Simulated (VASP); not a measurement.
# S (P6/mmm) in VASP: notebook

Runs on S. Level: PBE. Tasks: single point.

All numbers are computed with VASP 6.6.1; they aren't measurements. Logs are shortened: lines on timing, memory, paths and dates and some standing lists are left out, and cuts for length are marked.

### Step 1. The cell of the first run

Symmetry: P6/mmm, No. 191, hexagonal system. The conventional cell has a = 4.171 Å, b = 4.171 Å, c = 2.250 Å, α = 90.00°, β = 90.00°, γ = 120.00°. S (site symmetry 6/mmm) has 14 S at 2.25 to 2.66 Å within 3.0 Å. Within 3.0 Å of S (site symmetry -6m2) lie 11 S at 2.25 to 2.66 Å.

This isn't the form of S at room conditions, which is orthorhombic, of S8 rings.

### Step 2. Single point, PBE

Input file INCAR:

```
SYSTEM = S
ALGO = Normal
EDIFF = 1E-6
ENCUT = 520
GGA = PE
ISIF = 2
ISMEAR = -1
LASPH = .True.
LCHARG = .False.
LREAL = .False.
LWAVE = .False.
NBANDS = 16
NELM = 80
PREC = Accurate
SIGMA = 0.1
```

Input file KPOINTS:

```
k-points
0
Gamma
  8 8 11
  0 0 0
```

Input file POSCAR:

```
S
1.0
    4.1713092919      0.0000000000      0.0000000000
   -2.0856546460      3.6124598138      0.0000000000
    0.0000000000      0.0000000000      2.2495938252
S
3
Direct
    0.0000000000      0.0000000000      0.0000000000
    0.3333333333      0.6666666667      0.5000000000
    0.6666666667      0.3333333333      0.5000000000
```

Potentials or basis: VASP PAW PBE potentials, release 64 (S).

Started as:

```sh
$ cat potpaw_PBE.64/S/POTCAR > POTCAR
$ mpirun -np 1 vasp_std > vasp.out
```

OUTCAR:

```text
SYSTEM = S
   EDIFF = 1E-6
   ENCUT = 520
   GGA = PE
   ISIF = 2
   ISMEAR = -1
   LASPH = .True.
   LREAL = .False.
   NELM = 80
   PREC = Accurate

 ion  position               nearest neighbor table
   1  0.000  0.000  0.000-   2 2.66   3 2.66   2 2.66   3 2.66   3 2.66   3 2.66   2 2.66   2 2.66
                             3 2.66   3 2.66   2 2.66   2 2.66
   2  0.333  0.667  0.500-   3 2.41   3 2.41   3 2.41   1 2.66   1 2.66   1 2.66   1 2.66   1 2.66
                             1 2.66
   3  0.667  0.333  0.500-   2 2.41   2 2.41   2 2.41   1 2.66   1 2.66   1 2.66   1 2.66   1 2.66
                             1 2.66

  LATTYP: Found a hexagonal cell.
 ALAT       =     4.1713092919
 C/A-ratio  =     0.5393016120

  Lattice vectors:

 A1 = (   4.1713092919,   0.0000000000,   0.0000000000)
 A2 = (  -2.0856546460,   3.6124598138,   0.0000000000)
 A3 = (   0.0000000000,   0.0000000000,   2.2495938252)

Analysis of symmetry for initial positions (statically):
=====================================================================
 Subroutine PRICEL returns:
 Original cell was already a primitive cell.

 Routine SETGRP: Setting up the symmetry group for a
 hexagonal supercell.

 Subroutine GETGRP returns: Found 24 space group operations
 (whereof 24 operations were pure point group operations)
 out of a pool of 24 trial point group operations.

The static configuration has the point symmetry D_6h.

Analysis of symmetry for dynamics (positions and initial velocities):
=====================================================================
 Subroutine PRICEL returns:
 Original cell was already a primitive cell.

 Routine SETGRP: Setting up the symmetry group for a
 hexagonal supercell.

 Subroutine GETGRP returns: Found 24 space group operations
 (whereof 24 operations were pure point group operations)
 out of a pool of 24 trial point group operations.

The dynamic configuration has the point symmetry D_6h.

 Subroutine INISYM returns: Found 24 space group operations
 (whereof 24 operations are pure point group operations),
 and found     1 'primitive' translations

----------------------------------------------------------------------------------------

                                     Primitive cell

  volume of cell :      33.8984

  direct lattice vectors                    reciprocal lattice vectors
     4.171309292  0.000000000  0.000000000     0.239732882  0.138409844  0.000000000
    -2.085654646  3.612459814  0.000000000     0.000000000  0.276819688  0.000000000
     0.000000000  0.000000000  2.249593825     0.000000000  0.000000000  0.444524691

  length of vectors
     4.171309292  4.171309292  2.249593825     0.276819688  0.276819688  0.444524691

  position of ions in fractional coordinates (direct lattice)
     0.000000000  0.000000000  0.000000000
     0.333333333  0.666666667  0.500000000
     0.666666667  0.333333333  0.500000000

  ion indices of the primitive-cell ions
   primitive index   ion index
                 1           1
                 2           2
                 3           3

----------------------------------------------------------------------------------------

 KPOINTS: k-points

Automatic generation of k-mesh.
 Grid dimensions read from file:
 generate k-points for:    8    8   11

 Generating k-lattice:

  Cartesian coordinates                     Fractional coordinates (reciprocal lattice)
     0.029966610  0.017301231  0.000000000     0.125000000  0.000000000  0.000000000
     0.000000000  0.034602461  0.000000000     0.000000000  0.125000000  0.000000000
     0.000000000  0.000000000  0.040411336     0.000000000  0.000000000  0.090909091

  Length of vectors
     0.034602461  0.034602461  0.040411336

  Shift w.r.t. Gamma in fractional coordinates (k-lattice)
     0.000000000  0.000000000  0.000000000

 Subroutine IBZKPT returns following result:
 ===========================================

 Found     60 irreducible k-points:

 Following reciprocal coordinates:
            Coordinates               Weight
  0.000000  0.000000  0.000000      1.000000
  0.125000  0.000000  0.000000      6.000000
  0.250000  0.000000  0.000000      6.000000
  0.375000  0.000000  0.000000      6.000000
  0.500000  0.000000  0.000000      3.000000
  0.125000  0.125000  0.000000      6.000000
[... 16 lines left out ...]
  0.250000  0.000000  0.181818     12.000000
  0.375000  0.000000  0.181818     12.000000
 [... further k-points ...]
   k-points           NKPTS =     60   k-points in BZ     NKDIM =     60   number of bands    NBANDS=     16
   number of dos      NEDOS =    301   number of ions     NIONS =      3
   total plane-waves  NPLWV =  18432
   dimension x,y,z NGX =    32 NGY =   32 NGZ =   18
   dimension x,y,z NGXF=    64 NGYF=   64 NGZF=   36
   ions per type =               3
   NGX,Y,Z   is equivalent  to a cutoff of  12.75, 12.75, 13.30 a.u.
   NGXF,Y,Z  is equivalent  to a cutoff of  25.51, 25.51, 26.60 a.u.
 SYSTEM =  S
   PREC   = accura    normal or accurate (medium, high low for compatibility)
   ISTART =      0    job   : 0-new  1-cont  2-samecut
   ICHARG =      2    charge: 1-file 2-atom 10-const
   ISPIN  =      1    spin polarized calculation?
   LNONCOLLINEAR =      F non collinear calculations
   LSORBIT =      F    spin-orbit coupling
   LASPH  =      T    aspherical Exc in radial PAW
   ENCUT  =  520.0 eV  38.22 Ry    6.18 a.u.   7.76  7.76  4.18*2*pi/ulx,y,z
   NELM   =     80;   NELMIN=  2; NELMDL= -5     # of ELM steps
   EDIFF  = 0.1E-05   stopping-criterion for ELM
   LREAL  =      F    real-space projection
   EDIFFG = 0.1E-04   stopping-criterion for IOM
   NSW    =      0    number of steps for IOM
   IBRION =     -1    ionic relax: 0-MD 1-quasi-New 2-CG
   NFREE  =      0    steps in history (QN), initial steepest desc. (CG)
   ISIF   =      2    stress and relaxation
   ISYM   =      2    0-nonsym 1-usesym 2-fastsym
   POTIM  = 0.5000    time-step for ionic-motion
   TEBEG  =    0.0;   TEEND  =   0.0 temperature during run
   PSTRESS=    0.0 pullay stress
   NELECT =      18.0000    total number of electrons
   NUPDOWN=      -1.0000    fix difference up-down
   EMIN   =  10.00;   EMAX   =-10.00  energy-range for DOS
   EFERMI =   0.00;   METHOD = LEGACY
   ISMEAR =    -1;   SIGMA  =   0.10  broadening in eV -4-tet -1-fermi 0-gaus
   EFERMI_NEDOS =   21; number of points for ismear=-14 and -15
   IALGO  =     38    algorithm
   IMIX   =      4    mixing-type and parameters
     AMIX     =   0.40;   BMIX     =  1.00
     AMIX_MAG =   1.60;   BMIX_MAG =  1.00
  volume/ion in A,a.u.               =      11.30        76.25
  Fermi-wavevector in a.u.,A,eV,Ry     =   1.325681  2.505175 23.911302  1.757431
  Thomas-Fermi vector in A             =   2.455124
   LORBIT       =      0    0 simple, 1 ext, 2 COOP (PROOUT), +10 PAW based schemes
   GGA     = PE    functional components
   LHFCALC =     F    Hartree Fock is set to
   AEXX    =    0.0000 exact exchange contribution
   IVDW    =     0    specifies the selected vdW correction
   LEPSILON=     F    determine dielectric tensor
   LRPA    =     F    only Hartree local field effects (RPA)
 non-spin polarized calculation
  energy-cutoff  :      520.00
  volume of cell :       33.90
 maximum number of plane-waves:       932
 NGX is ok and might be reduce to    32
   NGX = 15   NGY = 15   NGZ =  9

 number of electron      18.0000000 magnetization

 Free energy of the ion-electron system (eV)
  ---------------------------------------------------
  ext. energy  EPLUGINS =         0.00000000
  ---------------------------------------------------
  free energy    TOTEN  =        -7.20898523 eV

  energy without entropy =       -7.17233949  energy(sigma->0) =       -7.19066236

 E-fermi :  13.3755     XC(G=0): -12.8009

 val. band max:       13.3662302082   @ k =   0.5000   0.0000   0.0000
 cond. band min:      13.3784471682   @ k =   0.5000   0.0000   0.0909
 fundamental gap:      0.0122169600
 Fermi energy:        13.3754914418

 k-point     1 :       0.0000    0.0000    0.0000
  band No.  band energies     occupation
      1      -7.7748      2.00000
      2      -0.4851      2.00000
      3      -0.2845      2.00000
      4       4.5324      2.00000
      5       4.5324      2.00000
      6       4.9770      2.00000
[... 8 lines left out ...]
     15      25.6427      0.00000
     16      25.6427      0.00000

 k-point     2 :       0.1250    0.0000    0.0000
  band No.  band energies     occupation
      1      -7.6140      2.00000
      2      -1.0040      2.00000
      3      -0.6708      2.00000
      4       3.6359      2.00000
      5       4.3449      2.00000
      6       6.1703      2.00000
[... 8 lines left out ...]
     15      25.0764      0.00000
     16      26.2034      0.00000

 k-point     3 :       0.2500    0.0000    0.0000
  band No.  band energies     occupation
      1      -7.1340      2.00000
      2      -2.3757      2.00000
      3      -1.2148      2.00000
      4       2.8544      2.00000
      5       5.3672      2.00000
      6       7.8333      2.00000
[... 8 lines left out ...]
     15      24.4394      0.00000
     16      24.7295      0.00000

 k-point     4 :       0.3750    0.0000    0.0000
  band No.  band energies     occupation
      1      -6.3434      2.00000
      2      -3.8904      2.00000
      3      -1.5893      2.00000
      4       2.3804      2.00000
      5       7.0763      2.00000
      6       9.7418      2.00000
[... 8 lines left out ...]
     15      24.1826      0.00000
     16      24.2450      0.00000

 k-point     5 :       0.5000    0.0000    0.0000
  band No.  band energies     occupation
      1      -5.3702      2.00000
      2      -5.1244      2.00000
      3      -1.7204      2.00000
      4       2.2219      2.00000
      5       9.0021      2.00000
      6       9.3558      2.00000
[... 8 lines left out ...]
     15      23.9790      0.00000
     16      24.3798      0.00000

 k-point     6 :       0.1250    0.1250    0.0000
  band No.  band energies     occupation
      1      -7.2936      2.00000
      2      -1.6999      2.00000
      3      -1.4525      2.00000
      4       3.8738      2.00000
      5       4.0453      2.00000
      6       7.9570      2.00000
[... 8 lines left out ...]
     15      25.2535      0.00000
     16      25.8647      0.00000
[... 267 lines left out ...]
 k-point    21 :       0.0000    0.0000    0.1818
  band No.  band energies     occupation
      1      -6.8714      2.00000
      2       0.3899      2.00000
      3       0.5493      2.00000
      4       5.3219      2.00000
      5       5.3219      2.00000
      6       5.8458      2.00000
[... 8 lines left out ...]
     15      25.5764      0.00000
     16      25.5764      0.00000

 k-point    22 :       0.1250    0.0000    0.1818
  band No.  band energies     occupation
      1      -6.7113      2.00000
      2      -0.1333      2.00000
      3       0.1796      2.00000
      4       4.4685      2.00000
      5       5.1636      2.00000
      6       6.9886      2.00000
[... 8 lines left out ...]
     15      24.9269      0.00000
     16      25.4545      0.00000

 k-point    23 :       0.2500    0.0000    0.1818
  band No.  band energies     occupation
      1      -6.2333      2.00000
      2      -1.4994      2.00000
      3      -0.3501      2.00000
      4       3.6975      2.00000
      5       6.1611      2.00000
      6       8.6160      2.00000
[... 8 lines left out ...]
     15      24.4737      0.00000
     16      26.3298      0.00000

 k-point    24 :       0.3750    0.0000    0.1818
  band No.  band energies     occupation
      1      -5.4467      2.00000
      2      -3.0045      2.00000
      3      -0.7193      2.00000
      4       3.2283      2.00000
      5       7.8188      2.00000
      6      10.4653      2.00000
[... 8 lines left out ...]
     15      24.9707      0.00000
     16      26.1472      0.00000

 [... further k-points ...]

------------------------ aborting loop because EDIFF is reached ----------------------------------------

  FORCE on cell =-STRESS in cart. coord.  units (eV):
  Direction    XX          YY          ZZ          XY          YZ          ZX
  --------------------------------------------------------------------------------------
  -------------------------------------------------------------------------------------
  Total       12.3533859     12.3533859     12.2949450     -0.0000000     -0.0000000      0.0000000
  in kB      583.8712122    583.8712122    581.1090588     -0.0000000     -0.0000000      0.0000000
  external PRESSURE =     582.9504944 kB  Pullay stress =       0.0000000 kB

 VOLUME and BASIS-vectors are now :
 -----------------------------------------------------------------------------
  energy-cutoff  :      520.00
  volume of cell :       33.90
      direct lattice vectors                 reciprocal lattice vectors
     4.171309292  0.000000000  0.000000000     0.239732882  0.138409844  0.000000000
    -2.085654646  3.612459814  0.000000000     0.000000000  0.276819688  0.000000000
     0.000000000  0.000000000  2.249593825     0.000000000  0.000000000  0.444524691

 POSITION                                       TOTAL-FORCE (eV/Angst)
 -----------------------------------------------------------------------------------
      0.00000      0.00000      0.00000         0.000000      0.000000      0.000000
     -0.00000      2.40831      1.12480        -0.000000      0.000000     -0.000000
      2.08565      1.20415      1.12480         0.000000     -0.000000      0.000000
 -----------------------------------------------------------------------------------
    total drift:                               -0.000000      0.000000      0.000000

  FREE ENERGIE OF THE ION-ELECTRON SYSTEM (eV)
  ---------------------------------------------------
  free  energy   TOTEN  =        -7.2089852320 eV

  energy  without entropy=       -7.1723394947  energy(sigma->0) =       -7.19066236
```

Run time: 32 s. Hardware: 1 thread of Intel Xeon 8259CL, shared host; peak memory 0.15 GiB.

Results:

```
Free energy            : -7.2090 eV
Pressure               : 58.3 GPa
Band gap on the k mesh : zero (bands 9 and 10 overlap by 7.32 eV)
```

Stress tensor (GPa, compression positive):
```
58.39  0.00  0.00
 0.00 58.39  0.00
 0.00  0.00 58.11
```

Caveat: the cell stands under pressure.

### Step 3. Single point, PBE (11.30 Å³/atom)

Input file INCAR:

```
PREC = Accurate
ENCUT = 520
EDIFF = 1E-6
ISMEAR = -1
SIGMA = 0.1
LREAL = False
LASPH = True
NELM = 80
ALGO = Normal
ISIF = 2
LWAVE = False
LCHARG = False
GGA = PE
NBANDS = 16
```

Input file KPOINTS:

```
regular mesh
0
Gamma
  8 8 11
```

POSCAR is that of step 2.

Potentials or basis: VASP PAW PBE potentials, release 64 (S).

Started as:

```sh
$ cat potpaw_PBE.64/S/POTCAR > POTCAR
$ mpirun -np 1 vasp_std > vasp.out
```

Wall time 26 s (1 thread of Intel Xeon 8259CL, shared host); peak memory 0.15 GiB.

Results (log left out):

* Free energy: -7.2090 eV
* Pressure: 58.3 GPa
* Band gap on the k mesh: zero (bands 9 and 10 overlap by 7.32 eV)

Stress tensor (GPa, compression positive):
```
58.39  0.00  0.00
 0.00 58.39  0.00
 0.00  0.00 58.11
```

Levels at points of the mesh, in eV from the Fermi level:
```
           k point  band 7  band 8  band 9  band 10  band 11  band 12
(0.00, 0.00, 0.00)   -8.40    3.35    3.95     3.95     7.41     7.46
(0.50, 0.00, 0.00)   -1.66   -1.44   -0.01     5.05     5.31     5.69
```

Caveat: the cell stands under pressure.
